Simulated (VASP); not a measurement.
# SrO (I4/mmm) in VASP: a series of runs

Runs on SrO. Level: LDA. Tasks: electric field gradients.

Program: VASP 6.6.1. These are calculated values, not measurements. Logs are shortened: lines on timing, memory, paths and dates and some standing lists are left out, and cuts for length are marked.

## (1) The cell of the first run

The structure is tetragonal, space group I4/mmm (No. 139). Conventional cell: a = 3.743 Å, b = 3.743 Å, c = 5.140 Å, α = 90.00°, β = 90.00°, γ = 90.00°. Sr (site symmetry 4/mmm) has 6 O at 2.57 to 2.65 Å within 3.4 Å. O (site symmetry 4/mmm) has 6 Sr at 2.57 to 2.65 Å within 3.4 Å.

## (2) Electric field gradients, LDA (equal xx and yy strain of +3 %)

INCAR reads:

```
PREC = Accurate ; ENCUT = 520
EDIFF = 1E-8 ; ISMEAR = -1
SIGMA = 0.02 ; LREAL = False
LASPH = True ; NELM = 100
ALGO = Normal ; ISIF = 2
LWAVE = False ; LCHARG = False
GGA = CA ; LEFG = True
NBANDS = 15
```

KPOINTS reads:

```
Automatic mesh
0
Gamma
  8 8 8
```

POSCAR reads:

```
SrO
1.0
    0.0000000000      2.6468940000      2.5698000000
    2.6468940000      0.0000000000      2.5698000000
    2.6468940000      2.6468940000      0.0000000000
Sr O
1 1
Direct
    0.0000000000      0.0000000000      0.0000000000
    0.5000000000      0.5000000000      0.5000000000
```

Potentials or basis: VASP PAW LDA potentials, release 64 (Sr_sv, O).

Launch:

```bash
$ cat potpaw_LDA.64/Sr_sv/POTCAR potpaw_LDA.64/O/POTCAR > POTCAR
$ mpirun -np 1 vasp_std > vasp.out
```

OUTCAR:

```text
PREC = Accurate
   ENCUT = 520
   EDIFF = 1E-8
   ISMEAR = -1
   LREAL = False
   LASPH = True
   NELM = 100
   ISIF = 2
   GGA = CA

 ion  position               nearest neighbor table
   1  0.000  0.000  0.000-   2 2.57   2 2.57   2 2.65   2 2.65   2 2.65   2 2.65
   2  0.500  0.500  0.500-   1 2.57   1 2.57   1 2.65   1 2.65   1 2.65   1 2.65

  LATTYP: Found a body centered tetragonal cell.
 ALAT       =     3.7432733930
 C/A-ratio  =     1.3730228761

  Lattice vectors:

 A1 = (   0.0000000000,  -2.6468940000,  -2.5698000000)
 A2 = (   0.0000000000,   2.6468940000,  -2.5698000000)
 A3 = (   2.6468940000,   0.0000000000,   2.5698000000)

Analysis of symmetry for initial positions (statically):
=====================================================================
 Subroutine PRICEL returns:
 Original cell was already a primitive cell.

 Routine SETGRP: Setting up the symmetry group for a
 body centered tetragonal supercell.

 Subroutine GETGRP returns: Found 16 space group operations
 (whereof 16 operations were pure point group operations)
 out of a pool of 16 trial point group operations.

The static configuration has the point symmetry D_4h.

Analysis of symmetry for dynamics (positions and initial velocities):
=====================================================================
 Subroutine PRICEL returns:
 Original cell was already a primitive cell.

 Routine SETGRP: Setting up the symmetry group for a
 body centered tetragonal supercell.

 Subroutine GETGRP returns: Found 16 space group operations
 (whereof 16 operations were pure point group operations)
 out of a pool of 16 trial point group operations.

The dynamic configuration has the point symmetry D_4h.

 Subroutine INISYM returns: Found 16 space group operations
 (whereof 16 operations are pure point group operations),
 and found     1 'primitive' translations

----------------------------------------------------------------------------------------

                                     Primitive cell

  volume of cell :      36.0083

  direct lattice vectors                    reciprocal lattice vectors
     0.000000000  2.646894000  2.569800000    -0.188900651  0.188900651  0.194567671
     2.646894000  0.000000000  2.569800000     0.188900651 -0.188900651  0.194567671
     2.646894000  2.646894000  0.000000000     0.188900651  0.188900651 -0.194567671

  length of vectors
[... 130 lines left out ...]

 val. band max:        1.1372149891   @ k =   0.0000   0.0000   0.0000
 cond. band min:       4.1400507448   @ k =   0.5000   0.5000   0.0000
 fundamental gap:      3.0028357557
 Fermi energy:         1.5265907691

 k-point     1 :       0.0000    0.0000    0.0000
  band No.  band energies     occupation
      1     -31.2107      2.00000
      2     -13.6150      2.00000
      3     -12.9997      2.00000
      4     -12.9997      2.00000
      5     -12.9819      2.00000
      6       1.0420      2.00000
      7       1.0420      2.00000
      8       1.1372      2.00000
      9       4.4640      0.00000
     10       6.9856      0.00000
     11       6.9856      0.00000
     12       7.1991      0.00000
     13       8.9546      0.00000
     14       9.3667      0.00000
[... 401 lines left out ...]
      2     -14.8276      2.00000
      3     -13.1241      2.00000
      4     -13.0950      2.00000
      5     -12.0190      2.00000
      6      -0.5396      2.00000
      7       0.2728      2.00000
      8       0.4540      2.00000
      9       6.4605      0.00000
     10       7.5645      0.00000
     11       9.1128      0.00000
     12       9.3622      0.00000
     13      11.1354      0.00000
     14      11.4257      0.00000
     15      15.8569      0.00000

 [... further k-points ...]
[... 5 lines left out ...]
  --------------------------------------------------------------------------------------
  -------------------------------------------------------------------------------------
  Total       -1.9716857     -1.9716857     -1.3490129      0.0000000      0.0000000      0.0000000
  in kB      -87.7295392    -87.7295392    -60.0239093      0.0000000      0.0000000      0.0000000
  external PRESSURE =     -78.4943292 kB  Pullay stress =       0.0000000 kB

 VOLUME and BASIS-vectors are now :
 -----------------------------------------------------------------------------
  energy-cutoff  :      520.00
  volume of cell :       36.01
      direct lattice vectors                 reciprocal lattice vectors
     0.000000000  2.646894000  2.569800000    -0.188900651  0.188900651  0.194567671
     2.646894000  0.000000000  2.569800000     0.188900651 -0.188900651  0.194567671
     2.646894000  2.646894000  0.000000000     0.188900651  0.188900651 -0.194567671

 POSITION                                       TOTAL-FORCE (eV/Angst)
 -----------------------------------------------------------------------------------
      0.00000      0.00000      0.00000        -0.000000      0.000000      0.000000
      2.64689      2.64689      2.56980         0.000000     -0.000000      0.000000
 -----------------------------------------------------------------------------------
    total drift:                                0.000000      0.000000      0.000000

  FREE ENERGIE OF THE ION-ELECTRON SYSTEM (eV)
  ---------------------------------------------------
  free  energy   TOTEN  =       -13.2942802027 eV

  energy  without entropy=      -13.2942802027  energy(sigma->0) =      -13.29428020

 Electric field gradients (V/A^2)
---------------------------------------------------------------------
 ion       V_xx      V_yy      V_zz      V_xy      V_xz      V_yz
---------------------------------------------------------------------
   1      14.496    14.496   -28.991    -0.000    -0.000    -0.000
   2       4.960     4.960    -9.919     0.001     0.001     0.001
---------------------------------------------------------------------

 Electric field gradients after diagonalization (V/A^2)
 (convention: |V_zz| > |V_xx| > |V_yy|)
----------------------------------------------------------------------
 ion       V_xx      V_yy      V_zz     asymmetry (V_yy - V_xx)/ V_zz
----------------------------------------------------------------------
   1      14.496    14.496   -28.991       0.000
   2       4.960     4.959    -9.919       0.000
----------------------------------------------------------------------

           NMR quadrupolar parameters

 Cq : quadrupolar parameter    Cq=e*Q*V_zz/h
 eta: asymmetry parameters     (V_yy - V_xx)/ V_zz
 Q  : nuclear electric quadrupole moment in mb (millibarn)
----------------------------------------------------------------------
 ion       Cq(MHz)       eta       Q (mb)
----------------------------------------------------------------------
   1      -0.070       0.000       1.000
   2      -0.024       0.000       1.000
----------------------------------------------------------------------
```

Wall time 65 s (1 thread of Intel Xeon 8259CL, shared host); peak memory 0.16 GiB.

What came out:

| Property | Result |
| --- | --- |
| Free energy | -13.2943 eV |
| Pressure | -7.8 GPa |
| Band gap on the k mesh | 3.00 eV (least direct gap 3.22 eV) |
| Largest electric field gradient by atom | Sr -29.0; O -9.9 V/Å² |

Stress tensor (GPa, compression positive):
```
-8.77  0.00  0.00
 0.00 -8.77  0.00
 0.00  0.00 -6.00
```

Levels at points of the mesh, in eV from the valence-band top:
| k point | band 4 | band 5 | band 6 | band 7 | band 8 | band 9 | band 10 | band 11 | band 12 | band 13 |
| --- | --- | --- | --- | --- | --- | --- | --- | --- | --- | --- |
| (0.00, 0.00, 0.00) | -14.14 | -14.12 | -0.10 | -0.10 | 0.00 | 3.33 | 5.85 | 5.85 | 6.06 | 7.82 |
| (0.50, 0.00, 0.00) | -14.18 | -12.83 | -2.20 | -1.12 | -1.12 | 6.13 | 7.75 | 8.39 | 8.45 | 11.21 |
| (0.50, 0.50, 0.00) | -14.48 | -14.48 | -0.47 | -0.22 | -0.22 | 3.00 | 7.27 | 9.70 | 9.73 | 10.62 |
| (0.50, 0.00, 0.50) | -14.45 | -14.42 | -0.64 | -0.22 | -0.11 | 3.11 | 7.24 | 9.57 | 9.77 | 10.45 |

Electric field gradients, principal values (V/Å²):
| atom | least | middle | greatest (by size) |
| --- | --- | --- | --- |
| 1 Sr | 14.496 | 14.496 | -28.991 |
| 2 O | 4.959 | 4.960 | -9.919 |

Caveat: the cell differs from its parent crystal (equal xx and yy strain of +3 %); the cell stands under tension; without QUAD_EFG the Cq values of the log hold for a quadrupole moment of 1 mb, not for the nuclei.

## (3) Electric field gradients, LDA (equal xx and yy strain of +3 %)

INCAR reads:

```
ALGO = Normal ; EDIFF = 1E-8
ENCUT = 520 ; ISIF = 2
ISMEAR = -1 ; LASPH = True
LCHARG = False ; LEFG = True
LREAL = False ; LWAVE = False
NBANDS = 15 ; NELM = 60
PREC = Accurate ; SIGMA = 0.02
```

KPOINTS reads:

```
k-points
0
Gamma
  8 8 8
```

POSCAR is that of step 2.

Potentials or basis: VASP PAW LDA potentials, release 64 (Sr_sv, O).

Launch:

```bash
$ cat potpaw_LDA.64/Sr_sv/POTCAR potpaw_LDA.64/O/POTCAR > POTCAR
$ mpirun -np 1 vasp_std > vasp.out
```

OUTCAR:

```text
EDIFF = 1E-8
   ENCUT = 520
   ISIF = 2
   ISMEAR = -1
   LASPH = True
   LREAL = False
   NELM = 60
   PREC = Accurate

 ion  position               nearest neighbor table
   1  0.000  0.000  0.000-   2 2.57   2 2.57   2 2.65   2 2.65   2 2.65   2 2.65
   2  0.500  0.500  0.500-   1 2.57   1 2.57   1 2.65   1 2.65   1 2.65   1 2.65

  LATTYP: Found a body centered tetragonal cell.
 ALAT       =     3.7432733930
 C/A-ratio  =     1.3730228761

  Lattice vectors:

 A1 = (   0.0000000000,  -2.6468940000,  -2.5698000000)
 A2 = (   0.0000000000,   2.6468940000,  -2.5698000000)
 A3 = (   2.6468940000,   0.0000000000,   2.5698000000)

Analysis of symmetry for initial positions (statically):
=====================================================================
 Subroutine PRICEL returns:
 Original cell was already a primitive cell.

 Routine SETGRP: Setting up the symmetry group for a
 body centered tetragonal supercell.

 Subroutine GETGRP returns: Found 16 space group operations
 (whereof 16 operations were pure point group operations)
 out of a pool of 16 trial point group operations.

The static configuration has the point symmetry D_4h.

Analysis of symmetry for dynamics (positions and initial velocities):
=====================================================================
 Subroutine PRICEL returns:
 Original cell was already a primitive cell.

 Routine SETGRP: Setting up the symmetry group for a
 body centered tetragonal supercell.

 Subroutine GETGRP returns: Found 16 space group operations
 (whereof 16 operations were pure point group operations)
 out of a pool of 16 trial point group operations.

The dynamic configuration has the point symmetry D_4h.

 Subroutine INISYM returns: Found 16 space group operations
[... 166 lines left out ...]
     14       9.3667      0.00000
[... 401 lines left out ...]
      2     -14.8276      2.00000
      3     -13.1241      2.00000
      4     -13.0950      2.00000
      5     -12.0190      2.00000
      6      -0.5396      2.00000
      7       0.2728      2.00000
      8       0.4540      2.00000
      9       6.4605      0.00000
     10       7.5645      0.00000
     11       9.1128      0.00000
     12       9.3622      0.00000
     13      11.1354      0.00000
     14      11.4257      0.00000
     15      15.8569      0.00000

 [... further k-points ...]
[... 5 lines left out ...]
  --------------------------------------------------------------------------------------
  -------------------------------------------------------------------------------------
  Total       -1.9716857     -1.9716857     -1.3490129      0.0000000      0.0000000      0.0000000
  in kB      -87.7295392    -87.7295392    -60.0239093      0.0000000      0.0000000      0.0000000
  external PRESSURE =     -78.4943292 kB  Pullay stress =       0.0000000 kB

 VOLUME and BASIS-vectors are now :
 -----------------------------------------------------------------------------
  energy-cutoff  :      520.00
  volume of cell :       36.01
      direct lattice vectors                 reciprocal lattice vectors
     0.000000000  2.646894000  2.569800000    -0.188900651  0.188900651  0.194567671
     2.646894000  0.000000000  2.569800000     0.188900651 -0.188900651  0.194567671
     2.646894000  2.646894000  0.000000000     0.188900651  0.188900651 -0.194567671

 POSITION                                       TOTAL-FORCE (eV/Angst)
 -----------------------------------------------------------------------------------
      0.00000      0.00000      0.00000        -0.000000      0.000000      0.000000
      2.64689      2.64689      2.56980         0.000000     -0.000000      0.000000
 -----------------------------------------------------------------------------------
    total drift:                                0.000000      0.000000      0.000000

  FREE ENERGIE OF THE ION-ELECTRON SYSTEM (eV)
  ---------------------------------------------------
  free  energy   TOTEN  =       -13.2942802027 eV

  energy  without entropy=      -13.2942802027  energy(sigma->0) =      -13.29428020

 Electric field gradients (V/A^2)
---------------------------------------------------------------------
 ion       V_xx      V_yy      V_zz      V_xy      V_xz      V_yz
---------------------------------------------------------------------
   1      14.496    14.496   -28.991    -0.000    -0.000    -0.000
   2       4.960     4.960    -9.919     0.001     0.001     0.001
---------------------------------------------------------------------

 Electric field gradients after diagonalization (V/A^2)
 (convention: |V_zz| > |V_xx| > |V_yy|)
----------------------------------------------------------------------
 ion       V_xx      V_yy      V_zz     asymmetry (V_yy - V_xx)/ V_zz
----------------------------------------------------------------------
   1      14.496    14.496   -28.991       0.000
   2       4.960     4.959    -9.919       0.000
----------------------------------------------------------------------

           NMR quadrupolar parameters

 Cq : quadrupolar parameter    Cq=e*Q*V_zz/h
 eta: asymmetry parameters     (V_yy - V_xx)/ V_zz
 Q  : nuclear electric quadrupole moment in mb (millibarn)
----------------------------------------------------------------------
 ion       Cq(MHz)       eta       Q (mb)
----------------------------------------------------------------------
   1      -0.070       0.000       1.000
   2      -0.024       0.000       1.000
----------------------------------------------------------------------
```

OSZICAR:

```text
N       E                     dE             d eps       ncg     rms          rms(c)
DAV:   1     0.677163430845E+02    0.67716E+02   -0.83685E+03  1770   0.104E+03
DAV:   2    -0.123049115613E+02   -0.80021E+02   -0.72838E+02  2470   0.219E+02
DAV:   3    -0.154225099143E+02   -0.31176E+01   -0.30979E+01  2339   0.396E+01
DAV:   4    -0.154774556523E+02   -0.54946E-01   -0.54940E-01  2254   0.492E+00
DAV:   5    -0.154783958268E+02   -0.94017E-03   -0.94017E-03  2235   0.485E-01    0.155E+01
DAV:   6    -0.135540879116E+02    0.19243E+01   -0.66612E+00  1833   0.189E+01    0.188E+01
DAV:   7    -0.133447250560E+02    0.20936E+00   -0.40226E-01  2015   0.535E+00    0.103E+01
DAV:   8    -0.132934569438E+02    0.51268E-01   -0.13485E-01  2330   0.343E+00    0.106E+00
DAV:   9    -0.132944452959E+02   -0.98835E-03   -0.79454E-03  2337   0.543E-01    0.307E-01
DAV:  10    -0.132942767245E+02    0.16857E-03   -0.17693E-04  1966   0.149E-01    0.169E-01
DAV:  11    -0.132942773649E+02   -0.64034E-06   -0.91871E-05  2176   0.976E-02    0.253E-02
DAV:  12    -0.132942802548E+02   -0.28899E-05   -0.91263E-06  2162   0.225E-02    0.792E-03
DAV:  13    -0.132942802359E+02    0.18860E-07   -0.11827E-06  2113   0.943E-03    0.331E-03
DAV:  14    -0.132942802047E+02    0.31225E-07   -0.15237E-07  2155   0.348E-03    0.138E-03
DAV:  15    -0.132942802027E+02    0.20298E-08   -0.54053E-09  1249   0.713E-04
   1 F= -.13294280E+02 E0= -.13294280E+02  d E =-.703525E-11
```

stdout:

```text
POSCAR found type information on POSCAR SrO
 POSCAR found :  2 types and       2 ions
 scaLAPACK will be used
 LDA part: xc-table for (Slater(with rela. corr.)+CA(PZ))
 , standard interpolation
 POSCAR, INCAR and KPOINTS ok, starting setup
 FFT: planning ... GRIDC
 FFT: planning ... GRID_SOFT
 FFT: planning ... GRID
 WAVECAR not read
 entering main loop
ion   1

ion   2
```

Run time: 61 s. Hardware: 1 thread of Intel Xeon 8259CL, shared host; peak memory 0.16 GiB.

Results:

| Property | Result |
| --- | --- |
| Free energy | -13.2943 eV |
| Pressure | -7.8 GPa |
| Band gap on the k mesh | 3.00 eV (least direct gap 3.22 eV) |
| Largest electric field gradient by atom | Sr -29.0; O -9.9 V/Å² |

Stress tensor (GPa, compression positive):
```
-8.77  0.00  0.00
 0.00 -8.77  0.00
 0.00  0.00 -6.00
```

Electric field gradients, principal values (V/Å²):
| atom | least | middle | greatest (by size) |
| --- | --- | --- | --- |
| 1 Sr | 14.496 | 14.496 | -28.991 |
| 2 O | 4.959 | 4.960 | -9.919 |

Caveat: the cell differs from its parent crystal (equal xx and yy strain of +3 %); the cell stands under tension; without QUAD_EFG the Cq values of the log hold for a quadrupole moment of 1 mb, not for the nuclei.
